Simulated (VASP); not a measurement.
The system is Fe.

```
CELL_PARAMETERS angstrom
-1.37460 1.37460 1.37460
1.37460 -1.37460 1.37460
1.37460 1.37460 -1.37460
ATOMIC_POSITIONS crystal
Fe 0.00000 0.00000 0.00000
```

Program: VASP 6.6.1. Alike in all runs: task single point; level LDA; potentials or basis VASP PAW LDA potentials, release 64 (Fe); spin collinear, ferromagnetic start; cell as given; cutoff (eV) 520. Hardware: 1 thread of AMD EPYC 7R43 64-Core Processor (Zen 3) (shared host).

Task: Order these runs on this cell by their wall time, lowest first.
A. k mesh 3 × 3 × 3; smearing fermi-dirac 0.05 eV
B. k mesh 16 × 16 × 16; smearing methfessel-paxton 0.2 eV
C. k mesh 8 × 8 × 8; smearing fermi-dirac 0.05 eV
D. k mesh 23 × 23 × 23; smearing fermi-dirac 0.05 eV

Result: A (3.1 s), C (11 s), B (46 s), D (120 s).

Caveats: some runs use coarse meshes.
